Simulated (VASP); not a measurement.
# Zn3O (P6_3/mmc) in VASP: further runs

Zn3O is run at these levels: PBE; tasks: single point, relaxation of cell and atoms.

Everything below comes from runs of VASP 6.6.1. Logs are shortened: lines on timing, memory, paths and dates and some standing lists are left out, and cuts for length are marked.

## Step 1: The cell of the first run

It takes space group P6_3/mmc (No. 194, hexagonal). The conventional cell has a = 7.100 Å, b = 7.100 Å, c = 2.670 Å, α = 90.00°, β = 90.00°, γ = 120.00°. Within 2.9 Å of Zn (site symmetry mm2) lie 2 O at 2.20 Å and 6 Zn at 2.67 to 2.70 Å. O (site symmetry -6m2) has 6 Zn at 2.20 Å and 2 O at 2.67 Å within 2.9 Å.

## Step 2: Single point, PBE

The input, INCAR:

```
SYSTEM = Zn3O
PREC     = Accurate       ! precision mode
ENCUT    = 520            ! plane-wave cutoff, eV
EDIFF    = 1E-6           ! SCF threshold, eV
ISMEAR   = 0              ! smearing method
SIGMA    = 0.2            ! smearing width, eV
LREAL    = .False.        ! projectors in reciprocal space
LASPH    = .True.         ! aspherical terms in the spheres
NELM     = 80             ! most SCF steps
ALGO     = Normal         ! electronic algorithm
ISIF     = 2              ! what is computed and relaxed
LWAVE    = .False.        ! write WAVECAR
LCHARG   = .False.        ! write CHGCAR
GGA      = PE             ! functional
NBANDS   = 52             ! bands
```

The input, KPOINTS:

```
Automatic mesh
0
Gamma
  3 3 6
  0 0 0
```

The input, POSCAR:

```
Zn3O
1.0
    7.0999793036      0.0000000000      0.0000000000
   -3.5499896518      6.1487624433      0.0000000000
    0.0000000000      0.0000000000      2.6697048707
Zn O
6 2
Direct
    0.1910465288      0.3820930575      0.2500000000
    0.6179069425      0.8089534712      0.2500000000
    0.1910465288      0.8089534712      0.2500000000
    0.8089534712      0.6179069425      0.7500000000
    0.3820930575      0.1910465288      0.7500000000
    0.8089534712      0.1910465288      0.7500000000
    0.3333333333      0.6666666667      0.7500000000
    0.6666666667      0.3333333333      0.2500000000
```

Potentials or basis: VASP PAW PBE potentials, release 64 (Zn, O).

Command:

```sh
cat potpaw_PBE.64/Zn/POTCAR potpaw_PBE.64/O/POTCAR > POTCAR
mpirun -np 1 vasp_std > vasp.out
```

OUTCAR:

```text
SYSTEM = Zn3O
   PREC = Accurate
   ENCUT = 520
   EDIFF = 1E-6
   ISMEAR = 0
   LREAL = .False.
   LASPH = .True.
   NELM = 80
   ISIF = 2
   GGA = PE

 ion  position               nearest neighbor table
   1  0.191  0.382  0.250-   7 2.20   7 2.20   5 2.70   5 2.70   6 2.70   6 2.70   2 3.03   3 3.03

   2  0.618  0.809  0.250-   7 2.20   7 2.20   4 2.70   4 2.70   6 2.70   6 2.70   3 3.03   1 3.03

   3  0.191  0.809  0.250-   7 2.20   7 2.20   4 2.70   4 2.70   5 2.70   5 2.70   2 3.03   1 3.03

   4  0.809  0.618  0.750-   8 2.20   8 2.20   2 2.70   2 2.70   3 2.70   3 2.70   5 3.03   6 3.03

   5  0.382  0.191  0.750-   8 2.20   8 2.20   1 2.70   1 2.70   3 2.70   3 2.70   6 3.03   4 3.03

   6  0.809  0.191  0.750-   8 2.20   8 2.20   1 2.70   1 2.70   2 2.70   2 2.70   5 3.03   4 3.03

   7  0.333  0.667  0.750-   3 2.20   3 2.20   2 2.20   2 2.20   1 2.20   1 2.20
   8  0.667  0.333  0.250-   6 2.20   6 2.20   5 2.20   5 2.20   4 2.20   4 2.20

  LATTYP: Found a hexagonal cell.
 ALAT       =     7.0999793036
 C/A-ratio  =     0.3760158666

  Lattice vectors:

 A1 = (   7.0999793036,   0.0000000000,   0.0000000000)
 A2 = (  -3.5499896518,   6.1487624433,   0.0000000000)
 A3 = (   0.0000000000,   0.0000000000,   2.6697048707)

Analysis of symmetry for initial positions (statically):
=====================================================================
 Subroutine PRICEL returns:
 Original cell was already a primitive cell.

 Routine SETGRP: Setting up the symmetry group for a
 hexagonal supercell.

 Subroutine GETGRP returns: Found 24 space group operations
 (whereof 12 operations were pure point group operations)
 out of a pool of 24 trial point group operations.

The static configuration has the point symmetry D_3d.
 The point group associated with its full space group is D_6h.

Analysis of symmetry for dynamics (positions and initial velocities):
=====================================================================
 Subroutine PRICEL returns:
 Original cell was already a primitive cell.

 Routine SETGRP: Setting up the symmetry group for a
 hexagonal supercell.

 Subroutine GETGRP returns: Found 24 space group operations
 (whereof 12 operations were pure point group operations)
 out of a pool of 24 trial point group operations.

The dynamic configuration has the point symmetry D_3d.
 The point group associated with its full space group is D_6h.

 Subroutine INISYM returns: Found 24 space group operations
 (whereof 12 operations are pure point group operations),
 and found     1 'primitive' translations

----------------------------------------------------------------------------------------

                                     Primitive cell

  volume of cell :     116.5489

  direct lattice vectors                    reciprocal lattice vectors
     7.099979304  0.000000000  0.000000000     0.140845481  0.081317176  0.000000000
    -3.549989652  6.148762443  0.000000000     0.000000000  0.162634353  0.000000000
     0.000000000  0.000000000  2.669704871     0.000000000  0.000000000  0.374573239

  length of vectors
     7.099979304  7.099979304  2.669704871     0.162634353  0.162634353  0.374573239

  position of ions in fractional coordinates (direct lattice)
     0.191046529  0.382093058  0.250000000
     0.617906942  0.808953471  0.250000000
     0.191046529  0.808953471  0.250000000
     0.808953471  0.617906942  0.750000000
     0.382093058  0.191046529  0.750000000
     0.808953471  0.191046529  0.750000000
     0.333333333  0.666666667  0.750000000
     0.666666667  0.333333333  0.250000000

  ion indices of the primitive-cell ions
   primitive index   ion index
                 1           1
                 2           2
                 3           3
                 4           4
                 5           5
                 6           6
                 7           7
                 8           8

----------------------------------------------------------------------------------------

 KPOINTS: Automatic mesh

Automatic generation of k-mesh.
 Grid dimensions read from file:
 generate k-points for:    3    3    6

 Generating k-lattice:

  Cartesian coordinates                     Fractional coordinates (reciprocal lattice)
     0.046948494  0.027105725  0.000000000     0.333333333  0.000000000  0.000000000
     0.000000000  0.054211451  0.000000000     0.000000000  0.333333333  0.000000000
     0.000000000  0.000000000  0.062428873     0.000000000  0.000000000  0.166666667

  Length of vectors
     0.054211451  0.054211451  0.062428873

  Shift w.r.t. Gamma in fractional coordinates (k-lattice)
     0.000000000  0.000000000  0.000000000

 Subroutine IBZKPT returns following result:
 ===========================================

 Found     12 irreducible k-points:

 Following reciprocal coordinates:
            Coordinates               Weight
  0.000000  0.000000  0.000000      1.000000
  0.333333  0.000000  0.000000      6.000000
  0.333333  0.333333  0.000000      2.000000
  0.000000  0.000000  0.166667      2.000000
  0.333333  0.000000  0.166667     12.000000
  0.333333  0.333333  0.166667      4.000000
  0.000000  0.000000  0.333333      2.000000
  0.333333  0.000000  0.333333     12.000000
  0.333333  0.333333  0.333333      4.000000
  0.000000  0.000000  0.500000      1.000000
  0.333333  0.000000  0.500000      6.000000
  0.333333  0.333333  0.500000      2.000000
   k-points           NKPTS =     12   k-points in BZ     NKDIM =     12   number of bands    NBANDS=     52
   number of dos      NEDOS =    301   number of ions     NIONS =      8
   total plane-waves  NPLWV =  58320
   dimension x,y,z NGX =    54 NGY =   54 NGZ =   20
   dimension x,y,z NGXF=   108 NGYF=  108 NGZF=   40
   ions per type =               6   2
   NGX,Y,Z   is equivalent  to a cutoff of  12.64, 12.64, 12.45 a.u.
   NGXF,Y,Z  is equivalent  to a cutoff of  25.29, 25.29, 24.91 a.u.
 SYSTEM =  Zn3O
   PREC   = accura    normal or accurate (medium, high low for compatibility)
   ISTART =      0    job   : 0-new  1-cont  2-samecut
   ICHARG =      2    charge: 1-file 2-atom 10-const
   ISPIN  =      1    spin polarized calculation?
   LNONCOLLINEAR =      F non collinear calculations
   LSORBIT =      F    spin-orbit coupling
   LASPH  =      T    aspherical Exc in radial PAW
   ENCUT  =  520.0 eV  38.22 Ry    6.18 a.u.  13.20 13.20  4.96*2*pi/ulx,y,z
   NELM   =     80;   NELMIN=  2; NELMDL= -5     # of ELM steps
   EDIFF  = 0.1E-05   stopping-criterion for ELM
   LREAL  =      F    real-space projection
   EDIFFG = 0.1E-04   stopping-criterion for IOM
   NSW    =      0    number of steps for IOM
   IBRION =     -1    ionic relax: 0-MD 1-quasi-New 2-CG
   NFREE  =      0    steps in history (QN), initial steepest desc. (CG)
   ISIF   =      2    stress and relaxation
   ISYM   =      2    0-nonsym 1-usesym 2-fastsym
   POTIM  = 0.5000    time-step for ionic-motion
   TEBEG  =    0.0;   TEEND  =   0.0 temperature during run
   PSTRESS=    0.0 pullay stress
   NELECT =      84.0000    total number of electrons
   NUPDOWN=      -1.0000    fix difference up-down
   EMIN   =  10.00;   EMAX   =-10.00  energy-range for DOS
   EFERMI =   0.00;   METHOD = LEGACY
   ISMEAR =     0;   SIGMA  =   0.20  broadening in eV -4-tet -1-fermi 0-gaus
   EFERMI_NEDOS =   21; number of points for ismear=-14 and -15
   IALGO  =     38    algorithm
   IMIX   =      4    mixing-type and parameters
     AMIX     =   0.40;   BMIX     =  1.00
     AMIX_MAG =   1.60;   BMIX_MAG =  1.00
  volume/ion in A,a.u.               =      14.57        98.31
  Fermi-wavevector in a.u.,A,eV,Ry     =   1.467794  2.773729 29.312671  2.154421
  Thomas-Fermi vector in A             =   2.583369
   LORBIT       =      0    0 simple, 1 ext, 2 COOP (PROOUT), +10 PAW based schemes
   GGA     = PE    functional components
   LHFCALC =     F    Hartree Fock is set to
   AEXX    =    0.0000 exact exchange contribution
   IVDW    =     0    specifies the selected vdW correction
   LEPSILON=     F    determine dielectric tensor
   LRPA    =     F    only Hartree local field effects (RPA)
 non-spin polarized calculation
 Gauss-broadening in eV      SIGMA  =   0.20
  energy-cutoff  :      520.00
  volume of cell :      116.55
 maximum number of plane-waves:      3190
 NGX is ok and might be reduce to    54
   NGX = 27   NGY = 27   NGZ =  9

 number of electron      84.0000093 magnetization

 Free energy of the ion-electron system (eV)
  ---------------------------------------------------
  ext. energy  EPLUGINS =         0.00000000
  ---------------------------------------------------
  free energy    TOTEN  =       -19.35773551 eV

  energy without entropy =      -19.29980630  energy(sigma->0) =      -19.32877090

 E-fermi :   2.3948     XC(G=0): -10.9163

 val. band max:        2.3471766959   @ k =   0.0000   0.0000   0.1667
 cond. band min:       2.6506084692   @ k =   0.3333   0.0000   0.0000
 fundamental gap:      0.3034317733
 Fermi energy:         2.3948304239

 k-point     1 :       0.0000    0.0000    0.0000
  band No.  band energies     occupation
      1     -16.6246      2.00000
      2     -16.5344      2.00000
      3      -5.7782      2.00000
      4      -5.7782      2.00000
      5      -5.6658      2.00000
      6      -5.6007      2.00000
[... 44 lines left out ...]
     51      11.9570      0.00000
     52      12.1906      0.00000

 k-point     2 :       0.3333    0.0000    0.0000
  band No.  band energies     occupation
      1     -16.6048      2.00000
      2     -16.5529      2.00000
      3      -6.0893      2.00000
      4      -5.8554      2.00000
      5      -5.6513      2.00000
      6      -5.6255      2.00000
[... 44 lines left out ...]
     51      10.0069      0.00000
     52      10.8369      0.00000

 k-point     3 :       0.3333    0.3333    0.0000
  band No.  band energies     occupation
      1     -16.5786      2.00000
      2     -16.5786      2.00000
      3      -6.2038      2.00000
      4      -5.7892      2.00000
      5      -5.7892      2.00000
      6      -5.6111      2.00000
[... 44 lines left out ...]
     51      12.6687      0.00000
     52      12.6687      0.00000
[... 386 lines left out ...]
 k-point    11 :       0.3333    0.0000    0.5000
  band No.  band energies     occupation
      1     -15.6877      2.00000
      2     -15.6877      2.00000
      3      -5.6820      2.00000
      4      -5.6820      2.00000
      5      -5.4456      2.00000
      6      -5.4456      2.00000
[... 44 lines left out ...]
     51       8.2472      0.00000
     52       8.2472      0.00000

 k-point    12 :       0.3333    0.3333    0.5000
  band No.  band energies     occupation
      1     -15.6875      2.00000
      2     -15.6875      2.00000
      3      -5.6745      2.00000
      4      -5.6745      2.00000
      5      -5.4635      2.00000
      6      -5.4635      2.00000
[... 44 lines left out ...]
     51       8.8668      0.00000
     52       8.8668      0.00000

------------------------ aborting loop because EDIFF is reached ----------------------------------------

  FORCE on cell =-STRESS in cart. coord.  units (eV):
  Direction    XX          YY          ZZ          XY          YZ          ZX
  --------------------------------------------------------------------------------------
  -------------------------------------------------------------------------------------
  Total        0.0337168      0.0337168      0.2024599      0.0000000      0.0000000      0.0000000
  in kB        0.4634985      0.4634985      2.7831819      0.0000000      0.0000000      0.0000000
  external PRESSURE =       1.2367263 kB  Pullay stress =       0.0000000 kB

 VOLUME and BASIS-vectors are now :
 -----------------------------------------------------------------------------
  energy-cutoff  :      520.00
  volume of cell :      116.55
      direct lattice vectors                 reciprocal lattice vectors
     7.099979304  0.000000000  0.000000000     0.140845481  0.081317176  0.000000000
    -3.549989652  6.148762443  0.000000000     0.000000000  0.162634353  0.000000000
     0.000000000  0.000000000  2.669704871     0.000000000  0.000000000  0.374573239

 POSITION                                       TOTAL-FORCE (eV/Angst)
 -----------------------------------------------------------------------------------
      0.00000      2.34940      0.66743         0.000000     -0.034379     -0.000000
      1.51535      4.97406      0.66743         0.029773      0.017190      0.000000
     -1.51535      4.97406      0.66743        -0.029773      0.017190      0.000000
      3.54999      3.79936      2.00228         0.000000      0.034379      0.000000
      2.03464      1.17470      2.00228        -0.029773     -0.017190      0.000000
      5.06534      1.17470      2.00228         0.029773     -0.017190      0.000000
     -0.00000      4.09917      2.00228         0.000000      0.000000      0.000000
      3.54999      2.04959      0.66743         0.000000      0.000000      0.000000
 -----------------------------------------------------------------------------------
    total drift:                                0.000000     -0.000000      0.000000

  FREE ENERGIE OF THE ION-ELECTRON SYSTEM (eV)
  ---------------------------------------------------
  free  energy   TOTEN  =       -19.3577355125 eV

  energy  without entropy=      -19.2998062960  energy(sigma->0) =      -19.32877090
```

Wall time 85 s (1 thread of Intel Xeon Platinum 8259CL at 2.50GHz (Skylake/Cascade Lake), shared host); peak memory 0.25 GiB.

Results:

```
Free energy            : -19.3577 eV
Pressure               : 0.1 GPa
Largest force          : 0.034 eV/Å
Band gap on the k mesh : zero (band 42 reaches 3.38 eV, above the bottom of band 43 at 0.68 eV)
```

Forces in eV/Å, atoms in the order of the input:
```
Zn   0.000 -0.034  0.000
Zn   0.030  0.017  0.000
Zn  -0.030  0.017  0.000
Zn   0.000  0.034  0.000
Zn  -0.030 -0.017  0.000
Zn   0.030 -0.017  0.000
O    0.000  0.000  0.000
O    0.000  0.000  0.000
```

Caveat: the k points lie up to 0.39 Å⁻¹ apart.

## Step 3: Relaxation of cell and atoms, PBE

This run uses another cell than the first one, of 17.68 Å³/atom, 1.214 times its volume.

The input, INCAR:

```
ALGO = Normal
EDIFF = 1E-6
EDIFFG = -0.08
ENCUT = 600
GGA = PE
IBRION = 2
ISIF = 3
ISMEAR = 0
LASPH = True
LCHARG = False
LREAL = False
LWAVE = False
NELM = 100
NSW = 36
PREC = Accurate
SIGMA = 0.2
```

The input, KPOINTS:

```
k-points
0
Gamma
  3 3 6
```

The input, POSCAR:

```
Zn3O
1.0
    7.7056441000      0.0000000000      0.0000000000
   -3.8528220500      6.6732835500      0.0000000000
    0.0000000000      0.0000000000      2.7505033000
Zn O
6 2
Direct
    0.2144765900      0.4289531700      0.2500000000
    0.5710468300      0.7855234100      0.2500000000
    0.2144765900      0.7855234100      0.2500000000
    0.7855234100      0.5710468300      0.7500000000
    0.4289531700      0.2144765900      0.7500000000
    0.7855234100      0.2144765900      0.7500000000
    0.3333333300      0.6666666700      0.7500000000
    0.6666666700      0.3333333300      0.2500000000
```

Potentials or basis: VASP PAW PBE potentials, release 64 (Zn, O).

Command:

```sh
cat potpaw_PBE.64/Zn/POTCAR potpaw_PBE.64/O/POTCAR > POTCAR
mpirun -np 1 vasp_std > vasp.out
```

Wall time 14 min (1 thread of Intel Xeon 6975P-C, shared host); peak memory 0.36 GiB.

It converged, with:

```yaml
Free_energy: -19.3839 eV
Relaxed_volume: 14.53 Å³/atom
Relaxed_cell: a = 7.091 Å, b = 7.091 Å, c = 2.670 Å, α = 90.00°, β = 90.00°, γ = 120.00°
Space_group_after_relaxing_to_0.05_Å: P6_3/mmc (No. 194)
Energy_gained_by_relaxing: 241.3 meV/atom
Ionic_steps: 10
Pressure_after_relaxing: 0.0 GPa
Largest_force_after_relaxing: 0.023 eV/Å
Band_gap_on_the_k_mesh: zero (band 42 reaches 3.38 eV, above the bottom of band 43 at 0.70 eV)
```

Forces in eV/Å, atoms in the order of the input:
```
Zn   0.000  0.023  0.000
Zn  -0.020 -0.011  0.000
Zn   0.020 -0.011  0.000
Zn   0.000 -0.023  0.000
Zn   0.020  0.011  0.000
Zn  -0.020  0.011  0.000
O    0.000  0.000  0.000
O    0.000  0.000  0.000
```

Stress tensor (GPa, compression positive):
```
-0.06  0.00  0.00
 0.00 -0.06  0.00
 0.00  0.00  0.05
```

The path:
| step | energy change (eV) | largest force (eV/Å) | pressure (GPa) | volume (Å³) |
| --- | --- | --- | --- | --- |
| 1 | 0.0000 | 2.0075 | 0.99 | 141.44 |
| 2 | -0.7819 | 0.7975 | -4.47 | 143.67 |
| 3 | -0.9161 | 0.1949 | -7.15 | 145.18 |
| 4 | -1.5753 | 0.1480 | -4.06 | 129.22 |
| 5 | -1.7278 | 0.0367 | -0.32 | 119.91 |
| 6 | -1.9006 | 0.0679 | 1.14 | 115.76 |
| 7 | -1.9136 | 0.0649 | 2.13 | 113.69 |
| 8 | -1.9152 | 0.0686 | 1.87 | 114.17 |
| 9 | -1.9252 | 0.0749 | -1.04 | 117.56 |
| 10 | -1.9305 | 0.0226 | -0.02 | 116.28 |

Final structure:
```xyz
8
Lattice="7.0909 0.0000 0.0000 -3.5455 6.1409 0.0000 0.0000 0.0000 2.6703" Properties=species:S:1:pos:R:3 pbc="T T T"
Zn    0.0000    2.3401    0.6676
Zn    1.5189    4.9709    0.6676
Zn   -1.5189    4.9709    0.6676
Zn    3.5455    3.8008    2.0027
Zn    2.0266    1.1701    2.0027
Zn    5.0643    1.1701    2.0027
O     0.0000    4.0940    2.0027
O     3.5455    2.0470    0.6676
```

Levels at points of the mesh, in eV from the Fermi level:
| k point | band 38 | band 39 | band 40 | band 41 | band 42 | band 43 | band 44 | band 45 | band 46 | band 47 |
| --- | --- | --- | --- | --- | --- | --- | --- | --- | --- | --- |
| (0.00, 0.00, 0.00) | -3.05 | -3.05 | -1.76 | -1.68 | -0.38 | -0.38 | 0.46 | 1.42 | 1.81 | 4.87 |
| (0.00, 0.00, 0.50) | -3.80 | -1.22 | -1.22 | 0.97 | 0.97 | 0.97 | 0.97 | 2.25 | 2.25 | 2.25 |

Caveat: the k points lie up to 0.39 Å⁻¹ apart in the final cell; the volume moved by over 15 % at a fixed basis, so the end points are rough; the relaxation stopped at a loose force limit of 0.08 eV/Å, so its end isn't a converged minimum.
